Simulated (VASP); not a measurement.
Runs of VASP 6.6.1 on MoS2. The structure is that of space group P6_3/mmc (No. 194), or close to it. The cells are those of the table. 

| cell | gap on the mesh (eV) | pressure (GPa) | largest force (eV/Å) |
| --- | --- | --- | --- |
| a = 3.153, b = 3.153, c = 12.020 Å, angles 90.0, 90.0, 120.0°, 6 atoms | (c) | -1.8 | 0.02 |
| a = 3.185, b = 3.185, c = 11.931 Å, angles 90.0, 90.0, 120.0°, 6 atoms | (b) | -3.8 | 0.04 |
| a = 3.153, b = 3.153, c = 12.004 Å, angles 90.0, 90.0, 120.0°, 6 atoms | (a) | -2.0 | 0.02 |
| a = 3.185, b = 3.185, c = 11.973 Å, angles 90.0, 90.0, 120.0°, 6 atoms | 0.67 | -3.6 | 0.01 |

Alike in all rows: task single point; level LDA; potentials or basis VASP PAW LDA potentials, release 64 (Mo_sv, S); no spin polarisation; k mesh 6 × 6 × 2; cutoff (eV) 500; smearing gaussian 0.01 eV.

**Question.** Fill in the values left out.

**Answer.** (a) 0.70; (b) 0.66; (c) 0.71.

Caveats: the cell stands under tension (at least some runs).

A k mesh can miss the band edges, and the runs leave out spin-orbit coupling on Mo.
